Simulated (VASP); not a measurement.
# HC4 in VASP: a series of runs, part 2 of 2

VASP 6.6.1. The steps go on from the part before.

### Step 3. Single point, r2SCAN

POSCAR

```
HC4
1.0
    5.0350011261      0.0000000000      0.0000000000
    0.0000000000      2.5175005631      0.0000000000
    0.0000000000      0.0000000000     19.7329018234
C H
16 4
Direct
    0.5000000000      0.5000000000      0.2357689632
    0.0000000000      0.5000000000      0.2357689632
    0.5000000000      0.0000000000      0.2808748918
    0.0000000000      0.0000000000      0.2808748918
    0.7500000000      0.0000000000      0.3259808203
    0.2500000000      0.0000000000      0.3259808203
    0.7500000000      0.5000000000      0.3710867489
    0.2500000000      0.5000000000      0.3710867489
   -0.0038178250      0.5000000000      0.4200336610
    0.5018654169      0.5000000000      0.4127813488
   -0.0052137540      0.0000000000      0.4679580712
    0.5051929261      0.0000000000      0.4550850842
    0.2624930378      0.0000000000      0.5060383991
    0.7265146739      0.0000000000      0.5116494718
    0.3623747316      0.5000000000      0.5358253084
    0.6323337770      0.5000000000      0.5502681917
    0.6429144453      0.5000000000      0.1982508924
    0.3570855547      0.5000000000      0.1982508924
    0.1423584706      0.5000000000      0.1980631397
   -0.1423584706      0.5000000000      0.1980631397
```

INCAR.step1

```
SYSTEM = HC4
PREC = Accurate ; ENCUT = 520
ISMEAR = 0 ; SIGMA = 0.05
LREAL = Auto ; LASPH = .True.
NELM = 60 ; LDIPOL = .True.
IDIPOL = 3 ; DIPOL = 0.5 0.5 0.354
NBANDS = 50 ; GGA = PE
ALGO = Normal ; EDIFF = 1E-4
LWAVE = .True. ; LCHARG = .False.
```

INCAR.step2

```
SYSTEM = HC4
PREC = Accurate ; ENCUT = 520
EDIFF = 1E-7 ; ISMEAR = 0
SIGMA = 0.05 ; LREAL = Auto
LASPH = .True. ; NELM = 60
ALGO = Normal ; ISIF = 2
LWAVE = .False. ; LCHARG = .True.
LDIPOL = .True. ; IDIPOL = 3
DIPOL = 0.5 0.5 0.354 ; METAGGA = R2SCAN
LMIXTAU = .True. ; LELF = .True.
LVHAR = .True. ; LVACPOTAV = .True.
NBANDS = 50 ; ISTART = 1
```

KPOINTS

```
regular mesh
0
Gamma
  5 10 1
  0 0 0
```

Potentials or basis: VASP PAW PBE potentials, release 64 (C, H).

Run with:

```console
$ cat potpaw_PBE.64/C/POTCAR potpaw_PBE.64/H/POTCAR > POTCAR
$ cp INCAR.step1 INCAR
$ mpirun -np 1 vasp_std > vasp.out
$ cp INCAR.step2 INCAR
$ mpirun -np 1 vasp_std > vasp.out
```

OUTCAR:

```text
SYSTEM = HC4
   PREC = Accurate
   ENCUT = 520
   EDIFF = 1E-7
   ISMEAR = 0
   LREAL = Auto
   LASPH = .True.
   NELM = 60
   ISIF = 2
   METAGGA = R2SCAN
   ISTART = 1

 ion  position               nearest neighbor table
   1  0.500  0.500  0.236-  17 1.03  18 1.03   3 1.54   3 1.54
   2  0.000  0.500  0.236-  19 1.03  20 1.03   4 1.54   4 1.54
   3  0.500  0.000  0.281-   5 1.54   6 1.54   1 1.54   1 1.54
   4  0.000  0.000  0.281-   5 1.54   6 1.54   2 1.54   2 1.54
   5  0.750  0.000  0.326-   3 1.54   4 1.54   7 1.54   7 1.54
   6  0.250  0.000  0.326-   3 1.54   4 1.54   8 1.54   8 1.54
   7  0.750  0.500  0.371-  10 1.50   5 1.54   5 1.54   9 1.57
[... 1128 lines left out ...]
  in kB      180.4670827     36.5798974    -18.9189796      0.0000000      0.0000000      0.0830810
  external PRESSURE =      66.0426668 kB  Pullay stress =       0.0000000 kB

 VOLUME and BASIS-vectors are now :
 -----------------------------------------------------------------------------
  energy-cutoff  :      520.00
  volume of cell :      250.13
      direct lattice vectors                 reciprocal lattice vectors
     5.035001126  0.000000000  0.000000000     0.198609687  0.000000000  0.000000000
     0.000000000  2.517500563  0.000000000     0.000000000  0.397219375  0.000000000
     0.000000000  0.000000000 19.732901823     0.000000000  0.000000000  0.050676784

 POSITION                                       TOTAL-FORCE (eV/Angst)
 -----------------------------------------------------------------------------------
      2.51750      1.25875      4.65241        -0.010013      0.000000      1.904013
      0.00000      1.25875      4.65241         0.007671      0.000000      1.800099
      2.51750      0.00000      5.54248         0.021990      0.000000     -1.604528
      0.00000      0.00000      5.54248        -0.018846      0.000000     -1.745713
      3.77625      0.00000      6.43255         0.668907      0.000000     -0.141875
      1.25875      0.00000      6.43255        -0.672818      0.000000     -0.011970
[... 12 lines left out ...]
      0.71678      1.25875      3.90836         0.055436      0.000000     -0.058230
      4.31823      1.25875      3.90836        -0.058127      0.000000     -0.056904
 -----------------------------------------------------------------------------------
    total drift:                                0.013382     -0.000000      0.018684

  FREE ENERGIE OF THE ION-ELECTRON SYSTEM (eV)
  ---------------------------------------------------
  free  energy   TOTEN  =      -163.2990399738 eV

  energy  without entropy=     -163.2990399738  energy(sigma->0) =     -163.29903997

 vacuum level on the upper side and lower side of the slab         7.428         3.282
```

OSZICAR.step1:

```text
N       E                     dE             d eps       ncg     rms          rms(c)
DAV:   1     0.443985483985E+03    0.44399E+03   -0.31872E+04  1800   0.119E+03
DAV:   2    -0.111668978140E+03   -0.55565E+03   -0.52736E+03  2442   0.285E+02
DAV:   3    -0.159599973441E+03   -0.47931E+02   -0.47380E+02  2238   0.835E+01
DAV:   4    -0.160846676113E+03   -0.12467E+01   -0.12420E+01  2600   0.150E+01
DAV:   5    -0.160882122741E+03   -0.35447E-01   -0.35411E-01  2528   0.230E+00    0.182E+01
DAV:   6    -0.153889373633E+03    0.69927E+01   -0.67880E+00  2184   0.115E+01    0.104E+01
DAV:   7    -0.151768772027E+03    0.21206E+01   -0.66402E+00  2208   0.101E+01    0.326E+00
DAV:   8    -0.151675004210E+03    0.93768E-01   -0.59091E-01  2312   0.389E+00    0.963E-01
DAV:   9    -0.151660974327E+03    0.14030E-01   -0.15961E-01  2272   0.158E+00    0.477E-01
DAV:  10    -0.151652237452E+03    0.87369E-02   -0.23485E-02  2424   0.557E-01    0.264E-01
DAV:  11    -0.151643118304E+03    0.91191E-02   -0.72052E-03  2208   0.372E-01    0.119E-01
DAV:  12    -0.151641804782E+03    0.13135E-02   -0.73930E-04  2304   0.141E-01    0.829E-02
DAV:  13    -0.151639121023E+03    0.26838E-02   -0.19846E-03  2120   0.245E-01    0.369E-02
DAV:  14    -0.151638920793E+03    0.20023E-03   -0.52974E-04  2176   0.998E-02    0.301E-02
DAV:  15    -0.151638940729E+03   -0.19936E-04   -0.11667E-04  1580   0.569E-02
   1 F= -.15163894E+03 E0= -.15163894E+03  d E =-.273614E-13
```

It took 38 min on 1 thread of Intel Xeon 8259CL, shared host; peak memory 0.44 GiB.

Results:

```yaml
Free_energy: -163.2990 eV
Largest_force: 2.905 eV/Å
Band_gap_on_the_k_mesh: 1.54 eV (least direct gap 1.86 eV)
```

Forces on the atoms (eV/Å):
```
C   -0.010  0.000  1.904
C    0.008  0.000  1.800
C    0.022  0.000 -1.605
C   -0.019  0.000 -1.746
C    0.669  0.000 -0.142
C   -0.673  0.000 -0.012
C    0.718  0.000 -0.389
C   -0.720  0.000  0.093
C   -0.006  0.000  0.000
C   -0.006  0.000  0.007
C    0.027  0.000  0.009
C    0.012  0.000 -0.035
C   -0.048  0.000 -0.004
C    0.035  0.000 -0.001
C   -0.077  0.000  2.904
C    0.071  0.000 -2.566
H    0.057  0.000 -0.051
H   -0.057  0.000 -0.053
H    0.055  0.000 -0.058
H   -0.058  0.000 -0.057
```

Caveat: the PAW data sets were made with another functional, which shifts forces and pressure a little.

### Step 4. Single point, r2SCAN

POSCAR: that of step 3 with these lines changed.

```diff
@@ -16,10 +16,10 @@
     0.2500000000      0.5000000000      0.3710867489
-   -0.0038178250      0.5000000000      0.4200336610
-    0.5018654169      0.5000000000      0.4127813488
-   -0.0052137540      0.0000000000      0.4679580712
-    0.5051929261      0.0000000000      0.4550850842
-    0.2624930378      0.0000000000      0.5060383991
-    0.7265146739      0.0000000000      0.5116494718
-    0.3623747316      0.5000000000      0.5358253084
-    0.6323337770      0.5000000000      0.5502681917
+   -0.0102285632      0.5000000000      0.4190690145
+    0.5048683868      0.5000000000      0.4111211695
+   -0.0141323924      0.0000000000      0.4660075923
+    0.5122796308      0.0000000000      0.4531785290
+    0.2505991265      0.0000000000      0.4999383417
+    0.7195782178      0.0000000000      0.5139429270
+    0.3613992480      0.5000000000      0.5213824250
+    0.6175972168      0.5000000000      0.5573122647
     0.6429144453      0.5000000000      0.1982508924
```

INCAR.step1

```
SYSTEM = HC4
PREC = Accurate ; ENCUT = 520
ISMEAR = 0 ; SIGMA = 0.05
LREAL = Auto ; LASPH = .TRUE.
NELM = 100 ; LDIPOL = .TRUE.
IDIPOL = 3 ; DIPOL = 0.5 0.5 0.353
NBANDS = 50 ; GGA = PE
ALGO = Normal ; EDIFF = 1E-4
LWAVE = .TRUE. ; LCHARG = .FALSE.
```

INCAR.step2

```
SYSTEM = HC4
PREC = Accurate ; ENCUT = 520
EDIFF = 1E-7 ; ISMEAR = 0
SIGMA = 0.05 ; LREAL = Auto
LASPH = .TRUE. ; NELM = 100
ALGO = Normal ; ISIF = 2
LWAVE = .FALSE. ; LCHARG = .FALSE.
LDIPOL = .TRUE. ; IDIPOL = 3
DIPOL = 0.5 0.5 0.353 ; METAGGA = R2SCAN
LMIXTAU = .TRUE. ; NBANDS = 50
ISTART = 1
```

KPOINTS

```
regular mesh
0
G
  5 10 1
  0 0 0
```

Potentials or basis: VASP PAW PBE potentials, release 64 (C, H).

Run with:

```console
$ cat potpaw_PBE.64/C/POTCAR potpaw_PBE.64/H/POTCAR > POTCAR
$ cp INCAR.step1 INCAR
$ mpirun -np 1 vasp_std > vasp.out
$ cp INCAR.step2 INCAR
$ mpirun -np 1 vasp_std > vasp.out
```

OUTCAR:

```text
SYSTEM = HC4
   PREC = Accurate
   ENCUT = 520
   EDIFF = 1E-7
   ISMEAR = 0
   LREAL = Auto
   LASPH = .TRUE.
   NELM = 100
   ISIF = 2
   METAGGA = R2SCAN
   ISTART = 1

 ion  position               nearest neighbor table
   1  0.500  0.500  0.236-  17 1.03  18 1.03   3 1.54   3 1.54
   2  0.000  0.500  0.236-  19 1.03  20 1.03   4 1.54   4 1.54
   3  0.500  0.000  0.281-   5 1.54   6 1.54   1 1.54   1 1.54
   4  0.000  0.000  0.281-   5 1.54   6 1.54   2 1.54   2 1.54
   5  0.750  0.000  0.326-   3 1.54   4 1.54   7 1.54   7 1.54
   6  0.250  0.000  0.326-   3 1.54   4 1.54   8 1.54   8 1.54
   7  0.750  0.500  0.371-  10 1.47   9 1.53   5 1.54   5 1.54
   8  0.250  0.500  0.371-  10 1.51   6 1.54   6 1.54   9 1.62
   9  0.990  0.500  0.419-   7 1.53  11 1.56  11 1.56   8 1.62
  10  0.505  0.500  0.411-   7 1.47   8 1.51  12 1.51  12 1.51
  11  0.986  0.000  0.466-  13 1.49   9 1.56   9 1.56  14 1.64
  12  0.512  0.000  0.453-  10 1.51  10 1.51  14 1.59  13 1.61  15 1.99  15 1.99
  13  0.251  0.000  0.500-  15 1.44  15 1.44  11 1.49  12 1.61
  14  0.720  0.000  0.514-  12 1.59  16 1.61  16 1.61  11 1.64
  15  0.361  0.500  0.521-  13 1.44  13 1.44  16 1.47  12 1.99  12 1.99
  16  0.618  0.500  0.557-  15 1.47  14 1.61  14 1.61
[... 1109 lines left out ...]
     46       9.5191      0.00000
 [bands above 46 left out]

------------------------ aborting loop because EDIFF is reached ----------------------------------------

 vacuum level on the upper side and lower side of the slab       (xc-potential included)         2.583        -2.552

  FORCE on cell =-STRESS in cart. coord.  units (eV):
  Direction    XX          YY          ZZ          XY          YZ          ZX
  --------------------------------------------------------------------------------------
  -------------------------------------------------------------------------------------
  Total       31.6290006      5.5321866      0.5701081      0.0000000      0.0000000      0.0615479
  in kB      202.5983705     35.4362126      3.6518057      0.0000000      0.0000000      0.3942425
  external PRESSURE =      80.5621296 kB  Pullay stress =       0.0000000 kB

 VOLUME and BASIS-vectors are now :
 -----------------------------------------------------------------------------
  energy-cutoff  :      520.00
  volume of cell :      250.13
      direct lattice vectors                 reciprocal lattice vectors
     5.035001126  0.000000000  0.000000000     0.198609687  0.000000000  0.000000000
     0.000000000  2.517500563  0.000000000     0.000000000  0.397219375  0.000000000
     0.000000000  0.000000000 19.732901823     0.000000000  0.000000000  0.050676784

 POSITION                                       TOTAL-FORCE (eV/Angst)
 -----------------------------------------------------------------------------------
      2.51750      1.25875      4.65241        -0.025466      0.000000      1.901752
      0.00000      1.25875      4.65241         0.023400      0.000000      1.795114
      2.51750      0.00000      5.54248         0.062318      0.000000     -1.622108
      0.00000      0.00000      5.54248        -0.047630      0.000000     -1.754720
      3.77625      0.00000      6.43255         0.719485      0.000000     -0.467380
      1.25875      0.00000      6.43255        -0.723308      0.000000     -0.101649
[... 12 lines left out ...]
      0.71678      1.25875      3.90836         0.054756      0.000000     -0.061074
      4.31823      1.25875      3.90836        -0.057594      0.000000     -0.055380
 -----------------------------------------------------------------------------------
    total drift:                                0.003197      0.000000      0.023618

  FREE ENERGIE OF THE ION-ELECTRON SYSTEM (eV)
  ---------------------------------------------------
  free  energy   TOTEN  =      -161.1128912541 eV

  energy  without entropy=     -161.1128912541  energy(sigma->0) =     -161.11289125

 vacuum level on the upper side and lower side of the slab         8.284         3.010
```

OUTCAR.step1:

```text
SYSTEM = HC4
   PREC = Accurate
   ENCUT = 520
   ISMEAR = 0
   LREAL = Auto
   LASPH = .TRUE.
   NELM = 100
   GGA = PE
   EDIFF = 1E-4
[... 1173 lines left out ...]
      0.71678      1.25875      3.90836         0.163930      0.000000     -0.296712
      4.31823      1.25875      3.90836        -0.166638      0.000000     -0.291172
 -----------------------------------------------------------------------------------
    total drift:                                0.004108      0.000000      0.012978

  FREE ENERGIE OF THE ION-ELECTRON SYSTEM (eV)
  ---------------------------------------------------
  free  energy   TOTEN  =      -149.5294346362 eV

  energy  without entropy=     -149.5294346362  energy(sigma->0) =     -149.52943464

 vacuum level on the upper side and lower side of the slab         7.626         2.095
```

OSZICAR.step1:

```text
N       E                     dE             d eps       ncg     rms          rms(c)
DAV:   1     0.446248207074E+03    0.44625E+03   -0.31877E+04  1800   0.119E+03
DAV:   2    -0.109695600322E+03   -0.55594E+03   -0.52851E+03  2484   0.285E+02
DAV:   3    -0.157171618708E+03   -0.47476E+02   -0.46945E+02  2216   0.832E+01
DAV:   4    -0.158429328217E+03   -0.12577E+01   -0.12529E+01  2592   0.151E+01
DAV:   5    -0.158466941584E+03   -0.37613E-01   -0.37578E-01  2488   0.236E+00    0.182E+01
DAV:   6    -0.151748726863E+03    0.67182E+01   -0.68163E+00  2168   0.111E+01    0.104E+01
DAV:   7    -0.149704178354E+03    0.20445E+01   -0.64988E+00  2200   0.963E+00    0.351E+00
DAV:   8    -0.149599492215E+03    0.10469E+00   -0.10405E+00  2288   0.345E+00    0.187E+00
DAV:   9    -0.149557981035E+03    0.41511E-01   -0.28589E-01  2312   0.214E+00    0.535E-01
DAV:  10    -0.149545539680E+03    0.12441E-01   -0.40653E-02  2304   0.956E-01    0.296E-01
DAV:  11    -0.149536207610E+03    0.93321E-02   -0.90814E-03  2264   0.405E-01    0.119E-01
DAV:  12    -0.149533328616E+03    0.28790E-02   -0.11815E-03  2296   0.171E-01    0.763E-02
DAV:  13    -0.149529745372E+03    0.35832E-02   -0.20439E-03  2176   0.240E-01    0.387E-02
DAV:  14    -0.149529444446E+03    0.30093E-03   -0.52602E-04  2112   0.101E-01    0.258E-02
DAV:  15    -0.149529434636E+03    0.98097E-05   -0.21531E-04  1544   0.512E-02
   1 F= -.14952943E+03 E0= -.14952943E+03  d E =-.329969E-16
```

It took 62 min on 1 thread of Intel Xeon 8259CL, shared host; peak memory 0.43 GiB.

Results:

```
Free energy            : -161.1129 eV
Largest force          : 8.339 eV/Å
Band gap on the k mesh : 1.34 eV (least direct gap 1.57 eV)
```

Forces on the atoms (eV/Å):
```
C   -0.025  0.000  1.902
C    0.023  0.000  1.795
C    0.062  0.000 -1.622
C   -0.048  0.000 -1.755
C    0.719  0.000 -0.467
C   -0.723  0.000 -0.102
C    0.878  0.000 -1.742
C   -0.904  0.000 -0.323
C   -0.003  0.000 -0.018
C   -0.002  0.000  0.016
C   -0.017  0.000  0.002
C    0.018  0.000 -0.020
C   -0.025  0.000  0.018
C    0.025  0.000  0.004
C   -0.024  0.000  8.339
C    0.046  0.000 -5.808
H    0.059  0.000 -0.048
H   -0.056  0.000 -0.054
H    0.055  0.000 -0.061
H   -0.058  0.000 -0.055
```

Caveat: the PAW data sets were made with another functional, which shifts forces and pressure a little.

### Step 5. Single point, r2SCAN

POSCAR: that of step 4 with these lines changed.

```diff
@@ -16,10 +16,10 @@
     0.2500000000      0.5000000000      0.3710867489
-   -0.0102285632      0.5000000000      0.4190690145
-    0.5048683868      0.5000000000      0.4111211695
-   -0.0141323924      0.0000000000      0.4660075923
-    0.5122796308      0.0000000000      0.4531785290
-    0.2505991265      0.0000000000      0.4999383417
-    0.7195782178      0.0000000000      0.5139429270
-    0.3613992480      0.5000000000      0.5213824250
-    0.6175972168      0.5000000000      0.5573122647
+   -0.0093594550      0.5000000000      0.4204723300
+    0.5046412433      0.5000000000      0.4130329981
+   -0.0115347416      0.0000000000      0.4684604258
+    0.5112226152      0.0000000000      0.4561891576
+    0.2542687179      0.0000000000      0.5036686488
+    0.7195855854      0.0000000000      0.5181514024
+    0.3617960617      0.5000000000      0.5284264979
+    0.6193125196      0.5000000000      0.5643563376
     0.6429144453      0.5000000000      0.1982508924
```

INCAR.step1

```
SYSTEM = HC4
ALGO     = Normal         ! electronic algorithm
DIPOL    = 0.5 0.5 0.355
EDIFF    = 1E-4           ! SCF threshold, eV
ENCUT    = 520            ! plane-wave cutoff, eV
GGA      = PE             ! functional
IDIPOL   = 3            
ISMEAR   = 0              ! smearing method
LASPH    = .True.         ! aspherical terms in the spheres
LCHARG   = .False.        ! write CHGCAR
LDIPOL   = .True.       
LREAL    = Auto         
LWAVE    = .True.         ! write WAVECAR
NBANDS   = 50             ! bands
NELM     = 60             ! most SCF steps
PREC     = Accurate       ! precision mode
SIGMA    = 0.05           ! smearing width, eV
```

INCAR.step2

```
SYSTEM = HC4
ALGO     = Normal         ! electronic algorithm
DIPOL    = 0.5 0.5 0.355
EDIFF    = 1E-6           ! SCF threshold, eV
ENCUT    = 520            ! plane-wave cutoff, eV
IDIPOL   = 3            
ISIF     = 2              ! what is computed and relaxed
ISMEAR   = 0              ! smearing method
ISTART   = 1            
LASPH    = .True.         ! aspherical terms in the spheres
LCHARG   = .False.        ! write CHGCAR
LDIPOL   = .True.       
LMIXTAU  = .True.       
LREAL    = Auto         
LWAVE    = .False.        ! write WAVECAR
METAGGA  = R2SCAN         ! meta-GGA
NBANDS   = 50             ! bands
NELM     = 60             ! most SCF steps
PREC     = Accurate       ! precision mode
SIGMA    = 0.05           ! smearing width, eV
```

KPOINTS

```
k-points
0
Gamma
  5 10 1
  0 0 0
```

Run with:

```console
$ cat potpaw_PBE.64/C/POTCAR potpaw_PBE.64/H/POTCAR > POTCAR
$ cp INCAR.step1 INCAR
$ mpirun -np 1 vasp_std > vasp.out
$ cp INCAR.step2 INCAR
$ mpirun -np 1 vasp_std > vasp.out
```

Run time: 52 min. Hardware: 1 thread of Intel Xeon 8259CL, shared host; peak memory 0.43 GiB.

It converged, with:

| Item | Value |
| --- | --- |
| Free energy | -161.2779 eV |
| Largest force | 6.761 eV/Å |
| Band gap on the k mesh | 1.41 eV (least direct gap 1.80 eV) |

Forces on the atoms (eV/Å):
```
C   -0.021  0.000  1.902
C    0.020  0.000  1.803
C    0.055  0.000 -1.614
C   -0.043  0.000 -1.739
C    0.642  0.000 -0.184
C   -0.645  0.000  0.119
C    0.665  0.000 -0.517
C   -0.668  0.000  0.569
C    0.023  0.000 -0.003
C   -0.026  0.000 -0.008
C   -0.037  0.000  0.014
C    0.014  0.000  0.002
C   -0.050  0.000  0.006
C    0.049  0.000 -0.002
C   -0.028  0.000  6.633
C    0.047  0.000 -6.761
H    0.059  0.000 -0.051
H   -0.054  0.000 -0.055
H    0.056  0.000 -0.059
H   -0.058  0.000 -0.056
```

Levels at points of the mesh, in eV from the valence-band top:
| k point | band 32 | band 33 | band 34 | band 35 | band 36 | band 37 |
| --- | --- | --- | --- | --- | --- | --- |
| (0.00, 0.00, 0.00) | -0.46 | -0.24 | -0.18 | 1.62 | 2.64 | 3.38 |
| (0.00, 0.50, 0.00) | -2.41 | -1.36 | -0.95 | 1.41 | 4.54 | 4.72 |

Caveat: the PAW data sets were made with another functional, which shifts forces and pressure a little.

### Step 6. Summary

```tsv
cell	gap on the mesh (eV)	largest force (eV/Å)
as given, atomic positions A	1.49	4.59
as given, atomic positions B	1.54	2.90
as given, atomic positions C	1.34	8.34
as given, atomic positions D	1.41	6.76
```

Alike in all rows: task single point; level r2SCAN; potentials or basis VASP PAW PBE potentials, release 64 (C, H); no spin polarisation; k mesh 5 × 10 × 1; cutoff (eV) 520; smearing gaussian 0.05 eV.

Caveats: the PAW data sets were made with another functional, which shifts forces and pressure a little.

Total energies depend on the potentials used, so only differences within one code and one set of settings carry meaning.
